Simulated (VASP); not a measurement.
A run of VASP 6.6.1:

File INCAR:

```
PREC     = Accurate       # precision mode
ENCUT    = 520            # plane-wave cutoff, eV
EDIFF    = 1E-7           # SCF threshold, eV
ISMEAR   = -1             # smearing method
SIGMA    = 0.05           # smearing width, eV
LREAL    = F              # projectors in reciprocal space
LASPH    = T              # aspherical terms in the spheres
NELM     = 80             # most SCF steps
ALGO     = Fast           # electronic algorithm
ISIF     = 2              # what is computed and relaxed
LWAVE    = F              # write WAVECAR
LCHARG   = F              # write CHGCAR
GGA      = PE             # functional
NBANDS   = 18             # bands
```

The input KPOINTS:

```
Automatic mesh
0
Gamma
  7 7 7
```

File POSCAR:

```
ScAl3
1.0
    4.1148789257      0.0000000000      0.0000000000
    0.0000000000      4.1148789257      0.0000000000
    0.0000000000      0.0000000000      4.1148789257
Sc Al
1 3
Direct
    0.0000000000      0.0000000000      0.0000000000
    0.5000000000      0.5000000000      0.0000000000
    0.0000000000      0.5000000000      0.5000000000
    0.5000000000      0.0000000000      0.5000000000
```

Potentials or basis: VASP PAW PBE potentials, release 64 (Sc_sv, Al).

Command:

```sh
$ cat potpaw_PBE.64/Sc_sv/POTCAR potpaw_PBE.64/Al/POTCAR > POTCAR
$ mpirun -np 1 vasp_std > vasp.out
```

Hardware: 1 thread of Intel(R) Xeon(R) Platinum 8488C (Sapphire Rapids), on a shared host.

Question: Estimate the wall time of this run.

Answer: Run time: 25 s on 1 thread of Intel(R) Xeon(R) Platinum 8488C (Sapphire Rapids), on a shared host, peak memory 0.18 GiB. Counts: scf iterations 20, k points 20.
